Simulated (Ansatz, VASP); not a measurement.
## Pd: VASP beside Ansatz

```
Pd
1.0
     2.72633    0.00000    0.00000
    -1.36316    2.36107    0.00000
     0.00000    0.00000    4.55014
Pd
2
Cartesian
  0.0000 1.5740 1.1375
  1.3632 0.7870 3.4126
```

Alike in both runs: task single point; functional PBEsol; k mesh 15 × 15 × 8; occupations fermi-dirac, width 0.1 eV; no spin polarisation.

|  | VASP | Ansatz |
| --- | --- | --- |
| version | VASP 6.6.1 | Ansatz 0.2.0 |
| potentials or method | VASP PAW PBE potentials, release 64 (Pd), cutoff 520 eV | plane waves (420 eV) with PAW, scalar-relativistic |
| valence electrons in the cell | 20 | 36 |

```csv
,VASP,Ansatz,Ansatz less VASP
pressure (GPa),-0.3,0.0,+0.33
"traceless stress, the component that is largest in VASP (GPa)",-0.26,-0.22,+0.041
```

VASP's potentials were made for PBE, not for PBEsol, and Ansatz warns of the same on its side. VASP's potentials hold 20 valence electrons a cell and Ansatz's 36, so a difference there can come from the potentials and not from the codes.
